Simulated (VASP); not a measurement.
# Zn8O7 (a cell with a defect) in VASP: notebook, part 2 of 2

VASP 6.6.1. The steps go on from the part before.

## Step 4: Single point, PBE, collinear spin (atoms taken out, then relaxed in part)

File INCAR:

```
  PREC = Accurate
  ENCUT = 520
  EDIFF = 1E-7
  ISMEAR = 0
  SIGMA = 0.01
  LREAL = Auto
  LASPH = True
  NELM = 150
  ALGO = Normal
  ISIF = 2
  LWAVE = False
  LCHARG = True
  ISPIN = 2
  MAGMOM = 0.25 0 0 0 0.25 0.25 0.25 0 0 0 0 0 0 0 0
  LORBIT = 11
  GGA = PE
  LELF = True
  LVHAR = True
  NBANDS = 86
  NELECT = 137.0
```

File KPOINTS:

```
regular mesh
0
Gamma
  4 4 4
```

File POSCAR:

```
Zn8O7
1.0
    0.0000000000      0.0000000000      5.2932331742
    6.5587815588      0.0000000000      0.0000000000
   -3.2793907793      5.6800714478      0.0000000000
Zn O
8 7
Direct
    0.4536972316      0.3333333333      0.1666666667
    0.5032900875      0.3380381227      0.6690190613
    0.5032900875      0.8309809387      0.1619618773
    0.5032900875      0.8309809387      0.6690190613
    0.0071385315      0.1581638904      0.3418361096
    0.0071385315      0.1581638904      0.8163277808
    0.0071385315      0.6836722192      0.3418361096
    0.0082139169      0.6666666667      0.8333333333
    0.8813175584      0.3341427478      0.6670713739
    0.8813175584      0.8329286261      0.1658572522
    0.8813175584      0.8329286261      0.6670713739
    0.3810200379      0.1658735838      0.3341264162
    0.3810200379      0.1658735838      0.8317471676
    0.3810200379      0.6682528324      0.3341264162
    0.3825646172      0.6666666667      0.8333333333
```

Launch:

```
$ cat potpaw_PBE.64/Zn/POTCAR potpaw_PBE.64/O/POTCAR > POTCAR
$ mpirun -np 1 vasp_std > vasp.out
```

Wall time 10 min (1 thread of Intel Xeon 6975P-C (Granite Rapids), shared host); peak memory 0.54 GiB.

The run converged. Its results:

```yaml
Free_energy: -64.1344 eV
Largest_force: 0.050 eV/Å
Net_moment: 0.06 μB per cell
Valence_electrons_inside_the_program's_atomic_spheres: Zn 10.77, 10.73 (each value once); O 4.97, 4.98, 4.99 (each value once)
```

Forces in eV/Å, atoms in the order of the input:
```
Zn   0.000  0.000  0.039
Zn  -0.007 -0.004  0.002
Zn   0.000  0.009  0.002
Zn   0.007 -0.004  0.002
Zn   0.041 -0.024 -0.014
Zn   0.000  0.048 -0.014
Zn  -0.041 -0.024 -0.014
Zn   0.000  0.000 -0.013
O    0.019  0.011 -0.017
O    0.000 -0.022 -0.017
O   -0.019  0.011 -0.017
O   -0.022  0.013  0.021
O    0.000 -0.025  0.021
O    0.022  0.013  0.021
O    0.000  0.000 -0.002
```

Levels at points of the mesh, in eV from the Fermi level:
Spin up:
| k point | band 67 | band 68 | band 69 | band 70 | band 71 | band 72 |
| --- | --- | --- | --- | --- | --- | --- |
| (0.00, 0.00, 0.00) | -1.53 | -1.35 | -1.35 | 1.87 | 3.38 | 3.38 |
| (0.50, 0.00, 0.00) | -1.54 | -1.54 | -0.47 | 1.38 | 2.90 | 4.11 |
| (0.00, 0.50, 0.00) | -1.66 | -1.55 | 0.06 | 1.03 | 2.99 | 3.52 |
| (0.50, 0.50, 0.00) | -2.20 | -1.98 | 0.28 | 2.19 | 2.28 | 3.55 |
Spin down:
| k point | band 67 | band 68 | band 69 | band 70 | band 71 | band 72 |
| --- | --- | --- | --- | --- | --- | --- |
| (0.00, 0.00, 0.00) | -1.53 | -1.35 | -1.35 | 1.89 | 3.40 | 3.40 |
| (0.50, 0.00, 0.00) | -1.53 | -1.53 | -0.44 | 1.39 | 2.90 | 4.13 |
| (0.00, 0.50, 0.00) | -1.66 | -1.55 | 0.10 | 1.04 | 3.01 | 3.53 |
| (0.50, 0.50, 0.00) | -2.20 | -1.97 | 0.32 | 2.20 | 2.30 | 3.55 |

Caveat: the cell carries a net charge on a neutralising background, which shifts energy and pressure; the cell differs from its parent crystal (atoms taken out, then relaxed in part); the cell is charged against a uniform background, so pressure and absolute levels hang on convention.

## Step 5: Single point, PBE, collinear spin (atoms taken out, then relaxed in part)

File INCAR:

```
SYSTEM = Zn8O7
ALGO = Fast
EDIFF = 1E-7
ENCUT = 520
GGA = PE
ISIF = 2
ISMEAR = 0
ISPIN = 2
LASPH = .TRUE.
LCHARG = .FALSE.
LORBIT = 11
LREAL = Auto
LWAVE = .FALSE.
MAGMOM = 0.75 0 0 0 0.75 0.75 0.75 0 0 0 0 0 0 0 0
NBANDS = 86
NELECT = 137.0
NELM = 150
PREC = Accurate
SIGMA = 0.01
```

File KPOINTS:

```
k-points
0
G
  4 4 4
  0 0 0
```

POSCAR is that of step 4.

Potentials or basis: VASP PAW PBE potentials, release 64 (Zn, O).

Launch:

```
$ cat potpaw_PBE.64/Zn/POTCAR potpaw_PBE.64/O/POTCAR > POTCAR
$ mpirun -np 1 vasp_std > vasp.out
```

OUTCAR:

```text
SYSTEM = Zn8O7
   EDIFF = 1E-7
   ENCUT = 520
   GGA = PE
   ISIF = 2
   ISMEAR = 0
   ISPIN = 2
   LASPH = .TRUE.
   LORBIT = 11
   LREAL = Auto
   NELECT = 137.0
   NELM = 150
   PREC = Accurate

 ion  position               nearest neighbor table
   1  0.454  0.333  0.167-  12 1.94  13 1.94  14 1.94
   2  0.503  0.338  0.669-  15 1.97   9 2.00  12 2.01  13 2.01
   3  0.503  0.831  0.162-  15 1.97  10 2.00  12 2.01  14 2.01
   4  0.503  0.831  0.669-  15 1.97  11 2.00  14 2.01  13 2.01
   5  0.007  0.158  0.342-   9 1.97  10 1.97  12 1.98
   6  0.007  0.158  0.816-   9 1.97  11 1.97  13 1.98
   7  0.007  0.684  0.342-  10 1.97  11 1.97  14 1.98
   8  0.008  0.667  0.833-  15 1.98  11 2.00  10 2.00   9 2.00
   9  0.881  0.334  0.667-   6 1.97   5 1.97   2 2.00   8 2.00
  10  0.881  0.833  0.166-   7 1.97   5 1.97   3 2.00   8 2.00
  11  0.881  0.833  0.667-   7 1.97   6 1.97   4 2.00   8 2.00
  12  0.381  0.166  0.334-   1 1.94   5 1.98   2 2.01   3 2.01
  13  0.381  0.166  0.832-   1 1.94   6 1.98   4 2.01   2 2.01
  14  0.381  0.668  0.334-   1 1.94   7 1.98   4 2.01   3 2.01
  15  0.383  0.667  0.833-   4 1.97   3 1.97   2 1.97   8 1.98

  LATTYP: Found a hexagonal cell.
 ALAT       =     6.5587815588
 C/A-ratio  =     0.8070451999

  Lattice vectors:

 A1 = (   6.5587815588,   0.0000000000,   0.0000000000)
 A2 = (  -3.2793907793,   5.6800714478,   0.0000000000)
 A3 = (   0.0000000000,   0.0000000000,   5.2932331742)

Analysis of symmetry for initial positions (statically):
=====================================================================
 Subroutine PRICEL returns:
 Original cell was already a primitive cell.

 Routine SETGRP: Setting up the symmetry group for a
 hexagonal supercell.

 Subroutine GETGRP returns: Found  6 space group operations
 (whereof  2 operations were pure point group operations)
 out of a pool of 24 trial point group operations.

The static configuration has the point symmetry C_1h.
 The point group associated with its full space group is C_3v.

Analysis of symmetry for dynamics (positions and initial velocities):
=====================================================================
 Subroutine PRICEL returns:
 Original cell was already a primitive cell.

 Routine SETGRP: Setting up the symmetry group for a
 hexagonal supercell.

 Subroutine GETGRP returns: Found  6 space group operations
 (whereof  2 operations were pure point group operations)
 out of a pool of 24 trial point group operations.

The dynamic configuration has the point symmetry C_1h.
 The point group associated with its full space group is C_3v.

Analysis of structural, dynamic, and magnetic symmetry:
=====================================================================
 Subroutine PRICEL returns:
 Original cell was already a primitive cell.

 Routine SETGRP: Setting up the symmetry group for a
 hexagonal supercell.

 Subroutine GETGRP returns: Found  6 space group operations
 (whereof  2 operations were pure point group operations)
 out of a pool of 24 trial point group operations.

The overall configuration has the point symmetry C_1h.
 The point group associated with its full space group is C_3v.

[... 145 lines left out ...]
 Gauss-broadening in eV      SIGMA  =   0.01
  energy-cutoff  :      520.00
  volume of cell :      197.20
 maximum number of plane-waves:      5354
 NGX is ok and might be reduce to    40
   NGX = 19   NGY = 25   NGZ = 25

 number of electron     136.9999981 magnetization       0.0954779

 number of electron     136.9999982 magnetization      -0.0625859

 Free energy of the ion-electron system (eV)
  ---------------------------------------------------
  ext. energy  EPLUGINS =         0.00000000
  ---------------------------------------------------
  free energy    TOTEN  =       -64.13437828 eV

  energy without entropy =      -64.13413711  energy(sigma->0) =      -64.13425769

 E-fermi :   1.8817     XC(G=0): -10.4233

 val. band max:        1.8541105559   @ k =   0.0000   0.2500   0.2500
 cond. band min:       1.8847945377   @ k =   0.0000   0.2500   0.2500
 fundamental gap:      0.0306839818
 Fermi energy:         1.8817497377

 spin component 1

 k-point     1 :       0.0000    0.0000    0.0000
  band No.  band energies     occupation
      1     -17.2057      1.00000
      2     -16.6936      1.00000
      3     -16.6936      1.00000
      4     -16.6765      1.00000
      5     -16.4914      1.00000
      6     -16.4914      1.00000
[... 1068 lines left out ...]
     79       8.7186      0.00000
     80       9.4253      0.00000
 Fermi energy:         1.8817497377

 spin component 2

 k-point     1 :       0.0000    0.0000    0.0000
  band No.  band energies     occupation
      1     -17.2109      1.00000
      2     -16.6994      1.00000
      3     -16.6994      1.00000
      4     -16.6823      1.00000
      5     -16.4972      1.00000
      6     -16.4972      1.00000
[... 1068 lines left out ...]
     79       8.7114      0.00000
     80       9.4176      0.00000
 [bands above 80 left out]

------------------------ aborting loop because EDIFF is reached ----------------------------------------

  FORCE on cell =-STRESS in cart. coord.  units (eV):
  Direction    XX          YY          ZZ          XY          YZ          ZX
  --------------------------------------------------------------------------------------
  -------------------------------------------------------------------------------------
  Total       -4.3427084     -4.3427084     -3.4585722     -0.0000000      0.0000000     -0.0000000
  in kB      -35.2836298    -35.2836298    -28.1002020     -0.0000000      0.0000000     -0.0000000
  external PRESSURE =     -32.8891539 kB  Pullay stress =       0.0000000 kB

 VOLUME and BASIS-vectors are now :
 -----------------------------------------------------------------------------
  energy-cutoff  :      520.00
  volume of cell :      197.20
      direct lattice vectors                 reciprocal lattice vectors
     0.000000000  0.000000000  5.293233174     0.000000000  0.000000000  0.188920451
     6.558781559  0.000000000  0.000000000     0.152467343  0.088027062  0.000000000
    -3.279390779  5.680071448  0.000000000     0.000000000  0.176054123  0.000000000

 POSITION                                       TOTAL-FORCE (eV/Angst)
 -----------------------------------------------------------------------------------
      1.63970      0.94668      2.40153        -0.000000      0.000000      0.038522
      0.02314      3.80008      2.66403        -0.007493     -0.004326      0.002283
      4.91909      0.91996      2.66403         0.000000      0.008652      0.002283
      3.25625      3.80008      2.66403         0.007493     -0.004326      0.002283
     -0.08365      1.94165      0.03779         0.041241     -0.023811     -0.013849
     -1.63970      4.63680      0.03779         0.000000      0.047622     -0.013849
      3.36304      1.94165      0.03779        -0.041241     -0.023811     -0.013849
      1.63970      4.73339      0.04348        -0.000000      0.000000     -0.013064
      0.00398      3.78901      4.66502         0.019333      0.011162     -0.016937
      4.91909      0.94208      4.66502        -0.000000     -0.022324     -0.016937
      3.27541      3.78901      4.66502        -0.019333      0.011162     -0.016937
     -0.00780      1.89786      2.01683        -0.021767      0.012567      0.020738
     -1.63970      4.72438      2.01683        -0.000000     -0.025134      0.020738
      3.28719      1.89786      2.01683         0.021767      0.012567      0.020738
      1.63970      4.73339      2.02500        -0.000000      0.000000     -0.002160
 -----------------------------------------------------------------------------------
    total drift:                               -0.000013      0.000036      0.013510

  FREE ENERGIE OF THE ION-ELECTRON SYSTEM (eV)
  ---------------------------------------------------
  free  energy   TOTEN  =       -64.1343782807 eV

  energy  without entropy=      -64.1341371053  energy(sigma->0) =      -64.13425769

 total charge

# of ion       s       p       d       tot
------------------------------------------
    1        0.477   0.432   9.860  10.769
    2        0.438   0.446   9.887  10.771
    3        0.438   0.446   9.887  10.771
    4        0.438   0.446   9.887  10.771
    5        0.477   0.405   9.845  10.727
    6        0.477   0.405   9.845  10.727
    7        0.477   0.405   9.845  10.727
    8        0.435   0.444   9.888  10.767
    9        1.555   3.420   0.000   4.975
   10        1.555   3.420   0.000   4.975
   11        1.555   3.420   0.000   4.975
   12        1.555   3.422   0.000   4.976
   13        1.555   3.422   0.000   4.976
   14        1.555   3.422   0.000   4.976
   15        1.548   3.442   0.000   4.990
--------------------------------------------------
tot         14.536  27.393  78.945 120.875

 magnetization (x)

# of ion       s       p       d       tot
------------------------------------------
    1       -0.000  -0.000  -0.001  -0.002
    2       -0.000  -0.000  -0.000  -0.000
    3       -0.000  -0.000  -0.000  -0.000
    4       -0.000  -0.000  -0.000  -0.000
    5       -0.002  -0.001  -0.001  -0.004
    6       -0.002  -0.001  -0.001  -0.004
    7       -0.002  -0.001  -0.001  -0.004
    8        0.000   0.000  -0.000   0.000
    9       -0.000  -0.004   0.000  -0.004
   10       -0.000  -0.004   0.000  -0.004
   11       -0.000  -0.004   0.000  -0.004
   12       -0.000  -0.002   0.000  -0.002
   13       -0.000  -0.002   0.000  -0.002
   14       -0.000  -0.002   0.000  -0.002
   15       -0.000  -0.001   0.000  -0.001
--------------------------------------------------
tot         -0.007  -0.024  -0.004  -0.034
```

Run time: 25 min. Hardware: 1 thread of Oxide Virtual Turin-like, shared host; peak memory 0.51 GiB.

What came out:

- Free energy: -64.1344 eV
- Largest force: 0.050 eV/Å
- Net moment: -0.06 μB per cell
- Valence electrons inside the program's atomic spheres: Zn 10.77, 10.73 (each value once); O 4.97, 4.98, 4.99 (each value once)

Forces in eV/Å, atoms in the order of the input:
```
Zn   0.000  0.000  0.039
Zn  -0.007 -0.004  0.002
Zn   0.000  0.009  0.002
Zn   0.007 -0.004  0.002
Zn   0.041 -0.024 -0.014
Zn   0.000  0.048 -0.014
Zn  -0.041 -0.024 -0.014
Zn   0.000  0.000 -0.013
O    0.019  0.011 -0.017
O    0.000 -0.022 -0.017
O   -0.019  0.011 -0.017
O   -0.022  0.013  0.021
O    0.000 -0.025  0.021
O    0.022  0.013  0.021
O    0.000  0.000 -0.002
```

Caveat: the cell carries a net charge on a neutralising background, which shifts energy and pressure; the cell differs from its parent crystal (atoms taken out, then relaxed in part); the cell is charged against a uniform background, so pressure and absolute levels hang on convention.
